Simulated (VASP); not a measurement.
# Si2Ag2Pt (P1) in VASP: single point with PBE

Aim: the single point of Si2Ag2Pt with PBE.

All numbers are computed with VASP 6.6.1; they aren't measurements. Logs are shortened: lines on timing, memory, paths and dates and some standing lists are left out, and cuts for length are marked.

**1. The cell of the first run**

The typed cell holds 5 atoms: a = 3.969 Å, b = 3.969 Å, c = 5.867 Å, α = 70.23°, β = 70.23°, γ = 90.00°.

**2. Single point, PBE**

The input, INCAR:

```
PREC = Accurate
ENCUT = 520
EDIFF = 1E-6
ISMEAR = 0
SIGMA = 0.1
LREAL = False
LASPH = True
NELM = 100
ALGO = Normal
ISIF = 2
LWAVE = False
LCHARG = False
GGA = PE
NBANDS = 28
```

The input, KPOINTS:

```
regular mesh
0
Gamma
  4 4 3
```

The input, POSCAR:

```
Si2Ag2Pt
1.0
    0.0000000000      3.9688150000      0.0000001900
    3.9688150000      0.0000000000      0.0000001900
    1.9844077500      1.9844077500     -5.1521178100
Pt Si Ag
1 2 2
Direct
   -0.0040934192     -0.0015427838      0.0097328906
    0.3841304064      0.4026664178      0.1999228642
    0.6259290946      0.5832758089      0.7912659182
    0.7394447602      0.2394869643      0.5014788639
    0.2515405428      0.7571380574      0.4980594944
```

Potentials or basis: VASP PAW PBE potentials, release 64 (Pt, Si, Ag).

On the command line:

```
$ cat potpaw_PBE.64/Pt/POTCAR potpaw_PBE.64/Si/POTCAR potpaw_PBE.64/Ag/POTCAR > POTCAR
$ mpirun -np 1 vasp_std > vasp.out
```

OUTCAR:

```text
PREC = Accurate
   ENCUT = 520
   EDIFF = 1E-6
   ISMEAR = 0
   LREAL = False
   LASPH = True
   NELM = 100
   ISIF = 2
   GGA = PE

 ion  position               nearest neighbor table
   1  0.996  0.998  0.010-   3 2.91   2 2.93   2 2.93   2 3.02   3 3.02   2 3.02   3 3.04   3 3.14
                             4 3.19   5 3.20   5 3.20   4 3.25   4 3.26   5 3.29   5 3.31   4 3.31
   2  0.384  0.403  0.200-   3 2.11   5 2.50   4 2.50   5 2.52   4 2.54   1 2.93   1 2.93   1 3.02
                             1 3.02
   3  0.626  0.583  0.791-   2 2.11   5 2.43   4 2.45   4 2.52   5 2.56   1 2.91   1 3.02   1 3.04
                             1 3.14
   4  0.739  0.239  0.501-   3 2.45   2 2.50   3 2.52   2 2.54   5 2.73   5 2.79   5 2.82   5 2.88
                             1 3.19   1 3.25   1 3.26   1 3.31
   5  0.252  0.757  0.498-   3 2.43   2 2.50   2 2.52   3 2.56   4 2.73   4 2.79   4 2.82   4 2.88
                             1 3.20   1 3.20   1 3.29   1 3.31

  LATTYP: Found a body centered tetragonal cell.
 ALAT       =     3.9688150000
 C/A-ratio  =     2.5963004070

  Lattice vectors:

 A1 = (  -1.9844077500,   1.9844072500,   5.1521180000)
 A2 = (   1.9844072500,  -1.9844077500,   5.1521180000)
 A3 = (   1.9844077500,   1.9844077500,  -5.1521178100)

Analysis of symmetry for initial positions (statically):
=====================================================================
 Subroutine PRICEL returns:
 Original cell was already a primitive cell.

 Routine SETGRP: Setting up the symmetry group for a
 body centered tetragonal supercell.

 Subroutine GETGRP returns: Found  1 space group operations
 (whereof  1 operations were pure point group operations)
 out of a pool of 16 trial point group operations.

The static configuration has the point symmetry C_1 .

Analysis of symmetry for dynamics (positions and initial velocities):
=====================================================================
 Subroutine PRICEL returns:
 Original cell was already a primitive cell.

 Routine SETGRP: Setting up the symmetry group for a
 body centered tetragonal supercell.

 Subroutine GETGRP returns: Found  1 space group operations
 (whereof  1 operations were pure point group operations)
 out of a pool of 16 trial point group operations.

The dynamic configuration has the point symmetry C_1 .

 Subroutine INISYM returns: Found  1 space group operations
 (whereof  1 operations are pure point group operations),
 and found     1 'primitive' translations

----------------------------------------------------------------------------------------

                                     Primitive cell

  volume of cell :      81.1535

  direct lattice vectors                    reciprocal lattice vectors
     0.000000000  3.968815000  0.000000190    -0.000000005  0.251964373  0.097047479
     3.968815000  0.000000000  0.000000190     0.251964373 -0.000000005  0.097047479
     1.984407750  1.984407750 -5.152117810     0.000000009  0.000000009 -0.194094933

  length of vectors
     3.968815000  3.968815000  5.866861696     0.270007886  0.270007886  0.194094933

  position of ions in fractional coordinates (direct lattice)
     0.995906581  0.998457216  0.009732891
     0.384130406  0.402666418  0.199922864
     0.625929095  0.583275809  0.791265918
     0.739444760  0.239486964  0.501478864
     0.251540543  0.757138057  0.498059494

  ion indices of the primitive-cell ions
   primitive index   ion index
                 1           1
                 2           2
                 3           3
                 4           4
                 5           5

----------------------------------------------------------------------------------------

 KPOINTS: regular mesh

Automatic generation of k-mesh.
 Grid dimensions read from file:
 generate k-points for:    4    4    3

 Generating k-lattice:

  Cartesian coordinates                     Fractional coordinates (reciprocal lattice)
    -0.000000001  0.062991093  0.024261870     0.250000000  0.000000000 -0.000000000
     0.062991093 -0.000000001  0.024261870     0.000000000  0.250000000 -0.000000000
     0.000000003  0.000000003 -0.064698311    -0.000000000 -0.000000000  0.333333333

  Length of vectors
     0.067501971  0.067501971  0.064698311

  Shift w.r.t. Gamma in fractional coordinates (k-lattice)
     0.000000000  0.000000000  0.000000000

 -----------------------------------------------------------------------------
|                                                                             |
|           W    W    AA    RRRRR   N    N  II  N    N   GGGG   !!!           |
|           W    W   A  A   R    R  NN   N  II  NN   N  G    G  !!!           |
|           W    W  A    A  R    R  N N  N  II  N N  N  G       !!!           |
|           W WW W  AAAAAA  RRRRR   N  N N  II  N  N N  G  GGG   !            |
|           WW  WW  A    A  R   R   N   NN  II  N   NN  G    G                |
|           W    W  A    A  R    R  N    N  II  N    N   GGGG   !!!           |
|                                                                             |
|     Your reciprocal lattice and k-lattice belong to different lattice       |
|     classes:                                                                |
|                                                                             |
|        The reciprocal lattice is body-centered tetragonal,                  |
|        whereas your k-lattice is base-centered monoclinic.                  |
|                                                                             |
|     Results are often still useful ...                                      |
|                                                                             |
 -----------------------------------------------------------------------------

 WARNING: IBZKPT: internal override: KBLOWUP is changed to .FALSE.
      ... skipping the blow-up phase ...

 Subroutine IBZKPT returns following result:
 ===========================================

 Found     26 irreducible k-points:

 Following reciprocal coordinates:
            Coordinates               Weight
  0.000000  0.000000  0.000000      1.000000
  0.250000  0.000000 -0.000000      2.000000
  0.500000  0.000000 -0.000000      1.000000
  0.000000  0.250000 -0.000000      2.000000
  0.250000  0.250000  0.000000      2.000000
  0.500000  0.250000 -0.000000      2.000000
[... 16 lines left out ...]
 -0.000000 -0.250000  0.333333      2.000000
  0.250000 -0.250000  0.333333      2.000000
 [... further k-points ...]
   k-points           NKPTS =     26   k-points in BZ     NKDIM =     26   number of bands    NBANDS=     28
   number of dos      NEDOS =    301   number of ions     NIONS =      5
   total plane-waves  NPLWV =  43200
   dimension x,y,z NGX =    30 NGY =   30 NGZ =   48
   dimension x,y,z NGXF=    60 NGYF=   60 NGZF=   96
   ions per type =               1   2   2
   NGX,Y,Z   is equivalent  to a cutoff of  12.57, 12.57, 13.60 a.u.
   NGXF,Y,Z  is equivalent  to a cutoff of  25.13, 25.13, 27.20 a.u.
 SYSTEM =  unknown system
   PREC   = accura    normal or accurate (medium, high low for compatibility)
   ISTART =      0    job   : 0-new  1-cont  2-samecut
   ICHARG =      2    charge: 1-file 2-atom 10-const
   ISPIN  =      1    spin polarized calculation?
   LNONCOLLINEAR =      F non collinear calculations
   LSORBIT =      F    spin-orbit coupling
   LASPH  =      T    aspherical Exc in radial PAW
   ENCUT  =  520.0 eV  38.22 Ry    6.18 a.u.   7.38  7.38 10.91*2*pi/ulx,y,z
   NELM   =    100;   NELMIN=  2; NELMDL= -5     # of ELM steps
   EDIFF  = 0.1E-05   stopping-criterion for ELM
   LREAL  =      F    real-space projection
   EDIFFG = 0.1E-04   stopping-criterion for IOM
   NSW    =      0    number of steps for IOM
   IBRION =     -1    ionic relax: 0-MD 1-quasi-New 2-CG
   NFREE  =      0    steps in history (QN), initial steepest desc. (CG)
   ISIF   =      2    stress and relaxation
   ISYM   =      2    0-nonsym 1-usesym 2-fastsym
   POTIM  = 0.5000    time-step for ionic-motion
   TEBEG  =    0.0;   TEEND  =   0.0 temperature during run
   PSTRESS=    0.0 pullay stress
   NELECT =      40.0000    total number of electrons
   NUPDOWN=      -1.0000    fix difference up-down
   EMIN   =  10.00;   EMAX   =-10.00  energy-range for DOS
   EFERMI =   0.00;   METHOD = LEGACY
   ISMEAR =     0;   SIGMA  =   0.10  broadening in eV -4-tet -1-fermi 0-gaus
   EFERMI_NEDOS =   21; number of points for ismear=-14 and -15
   IALGO  =     38    algorithm
   IMIX   =      4    mixing-type and parameters
     AMIX     =   0.40;   BMIX     =  1.00
     AMIX_MAG =   1.60;   BMIX_MAG =  1.00
  volume/ion in A,a.u.               =      16.23       109.53
  Fermi-wavevector in a.u.,A,eV,Ry     =   1.293180  2.443756 22.753221  1.672315
  Thomas-Fermi vector in A             =   2.424842
   LORBIT       =      0    0 simple, 1 ext, 2 COOP (PROOUT), +10 PAW based schemes
   GGA     = PE    functional components
   LHFCALC =     F    Hartree Fock is set to
   AEXX    =    0.0000 exact exchange contribution
   IVDW    =     0    specifies the selected vdW correction
   LEPSILON=     F    determine dielectric tensor
   LRPA    =     F    only Hartree local field effects (RPA)
 non-spin polarized calculation
 Gauss-broadening in eV      SIGMA  =   0.10
  energy-cutoff  :      520.00
  volume of cell :       81.15
 maximum number of plane-waves:      2203
 NGX is ok and might be reduce to    30
   NGX = 15   NGY = 15   NGZ = 21

 number of electron      39.9999996 magnetization

 Free energy of the ion-electron system (eV)
  ---------------------------------------------------
  ext. energy  EPLUGINS =         0.00000000
  ---------------------------------------------------
  free energy    TOTEN  =       -20.31061754 eV

  energy without entropy =      -20.30254637  energy(sigma->0) =      -20.30658195

 E-fermi :   9.2466     XC(G=0): -11.8206

 val. band max:        9.2416051436   @ k =   0.0000   0.5000  -0.0000
 cond. band min:       9.2476377092   @ k =   0.5000   0.2500   0.3333
 fundamental gap:      0.0060325656
 Fermi energy:         9.2466158202

 k-point     1 :       0.0000    0.0000    0.0000
  band No.  band energies     occupation
      1      -2.4455      2.00000
      2       0.4719      2.00000
      3       1.5100      2.00000
      4       1.9582      2.00000
      5       2.3527      2.00000
      6       2.3706      2.00000
[... 20 lines left out ...]
     27      17.0932      0.00000
[... 691 lines left out ...]
      6       2.9884      2.00000
[... 20 lines left out ...]
     27      15.1552      0.00000
     28      16.4929      0.00000

 [... further k-points ...]
[... 5 lines left out ...]
  --------------------------------------------------------------------------------------
  -------------------------------------------------------------------------------------
  Total        2.9841261      2.7733383      7.1160165      0.0082247      0.8910904     -0.9789651
  in kB       58.9142352     54.7527475    140.4882555      0.1623761     17.5923905    -19.3272600
  external PRESSURE =      84.7184127 kB  Pullay stress =       0.0000000 kB

 VOLUME and BASIS-vectors are now :
 -----------------------------------------------------------------------------
  energy-cutoff  :      520.00
  volume of cell :       81.15
      direct lattice vectors                 reciprocal lattice vectors
     0.000000000  3.968815000  0.000000190    -0.000000005  0.251964373  0.097047479
     3.968815000  0.000000000  0.000000190     0.251964373 -0.000000005  0.097047479
     1.984407750  1.984407750 -5.152117810     0.000000009  0.000000009 -0.194094933

 POSITION                                       TOTAL-FORCE (eV/Angst)
 -----------------------------------------------------------------------------------
      3.98201      3.97188     -0.05014         0.099797     -0.008333     -0.008326
      1.99484      1.92127     -1.03003         0.199867     -0.205451     -0.069128
      3.88511      4.05439     -4.07669        -0.059417     -0.054915     -0.157561
      1.94562      3.92986     -2.58368         0.110533     -0.009137      0.111499
      3.99329      1.98667     -2.56606        -0.350779      0.277836      0.123515
 -----------------------------------------------------------------------------------
    total drift:                               -0.000195     -0.000099      0.000014

  FREE ENERGIE OF THE ION-ELECTRON SYSTEM (eV)
  ---------------------------------------------------
  free  energy   TOTEN  =       -20.3106175352 eV

  energy  without entropy=      -20.3025463678  energy(sigma->0) =      -20.30658195
```

Wall time 34 s (1 thread of Intel Xeon Platinum 8488C (Sapphire Rapids), shared host); peak memory 0.22 GiB.

Results:

```yaml
Free_energy: -20.3106 eV
Pressure: 8.5 GPa
Largest_force: 0.464 eV/Å
Band_gap_on_the_k_mesh: zero (band 20 reaches 9.60 eV, above the bottom of band 21 at 8.72 eV)
```

Forces in eV/Å, atoms in the order of the input:
```
Pt   0.100 -0.008 -0.008
Si   0.200 -0.205 -0.069
Si  -0.059 -0.055 -0.158
Ag   0.111 -0.009  0.111
Ag  -0.351  0.278  0.124
```

Levels at points of the mesh, in eV from the Fermi level:
| k point | band 18 | band 19 | band 20 | band 21 | band 22 | band 23 |
| --- | --- | --- | --- | --- | --- | --- |
| (0.00, 0.00, 0.00) | -1.27 | 0.11 | 0.14 | 0.39 | 1.17 | 1.20 |
| (0.50, 0.00, 0.00) | -1.69 | -1.12 | 0.01 | 2.25 | 2.56 | 2.58 |
| (0.00, 0.50, 0.00) | -1.70 | -1.06 | -0.01 | 2.21 | 2.47 | 2.70 |
| (0.50, 0.50, 0.00) | -1.73 | -1.58 | -0.96 | 0.16 | 0.23 | 1.94 |

Caveat: the k points lie up to 0.42 Å⁻¹ apart; spin-orbit coupling is left out, which moves the levels of the heavy elements.
